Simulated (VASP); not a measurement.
Set up this calculation in VASP 6.6.1, as the native input.

| Item | Value |
| --- | --- |
| Task | single point |
| Functional | r2SCAN |
| Potentials or basis | VASP PAW PBE potentials, release 64 (Cd, Se) |
| Cutoff | 520 eV |
| k mesh | 9 × 9 × 6 |
| Occupations | gaussian, width 0.01 eV |
| Spin | no spin polarisation |
| Dipole correction | no |
| Further INCAR settings | ALGO = Normal; EDIFF = 1e-06; NBANDS = 26 |

CdSe (ref):

```
CELL_PARAMETERS angstrom
4.33983 0.00000 0.00000
-2.16992 3.75840 0.00000
0.00000 0.00000 7.07840
ATOMIC_POSITIONS crystal
Cd 0.33333 0.66667 0.93800
Cd 0.66667 0.33333 0.43800
Se 0.33333 0.66667 0.43800
Se 0.66667 0.33333 0.93800
```

The input as run:

POSCAR

```
CdSe
1.0
    4.3398318052      0.0000000000      0.0000000000
   -2.1699159026      3.7584045914      0.0000000000
    0.0000000000      0.0000000000      7.0784044757
Cd Se
2 2
Direct
    0.3333333333      0.6666666667     -0.0620000000
    0.6666666667      0.3333333333      0.4380000000
    0.3333333333      0.6666666667      0.4380000000
    0.6666666667      0.3333333333      0.9380000000
```

INCAR.step1

```
SYSTEM = CdSe
PREC     = Accurate       ! precision mode
ENCUT    = 520            ! plane-wave cutoff, eV
ISMEAR   = 0              ! smearing method
SIGMA    = 0.01           ! smearing width, eV
LREAL    = .FALSE.        ! projectors in reciprocal space
LASPH    = .TRUE.         ! aspherical terms in the spheres
NELM     = 100            ! most SCF steps
NBANDS   = 26             ! bands
GGA      = PE             ! functional
ALGO     = Normal         ! electronic algorithm
EDIFF    = 1E-4           ! SCF threshold, eV
LWAVE    = .TRUE.         ! write WAVECAR
LCHARG   = .FALSE.        ! write CHGCAR
```

INCAR.step2

```
SYSTEM = CdSe
PREC     = Accurate       ! precision mode
ENCUT    = 520            ! plane-wave cutoff, eV
EDIFF    = 1E-6           ! SCF threshold, eV
ISMEAR   = 0              ! smearing method
SIGMA    = 0.01           ! smearing width, eV
LREAL    = .FALSE.        ! projectors in reciprocal space
LASPH    = .TRUE.         ! aspherical terms in the spheres
NELM     = 100            ! most SCF steps
ALGO     = Normal         ! electronic algorithm
ISIF     = 2              ! what is computed and relaxed
LWAVE    = .FALSE.        ! write WAVECAR
LCHARG   = .FALSE.        ! write CHGCAR
METAGGA  = R2SCAN         ! meta-GGA
LMIXTAU  = .TRUE.       
NBANDS   = 26             ! bands
ISTART   = 1
```

KPOINTS

```
regular mesh
0
G
  9 9 6
  0 0 0
```

Potentials or basis: VASP PAW PBE potentials, release 64 (Cd, Se).

Run with:

```sh
$ cat potpaw_PBE.64/Cd/POTCAR potpaw_PBE.64/Se/POTCAR > POTCAR
$ cp INCAR.step1 INCAR
$ mpirun -np 1 vasp_std > vasp.out
$ cp INCAR.step2 INCAR
$ mpirun -np 1 vasp_std > vasp.out
```

Results of the run:

```json
{
 "Pressure": "3.8 GPa",
 "Band gap on the k mesh": "1.42 eV, direct"
}
```

Caveat: the PAW data sets were made with another functional, which shifts forces and pressure a little.

Run time: 3 min on 1 thread of Intel(R) Xeon(R) 6975P-C (Granite Rapids), with other jobs on the host, peak memory 0.32 GiB.
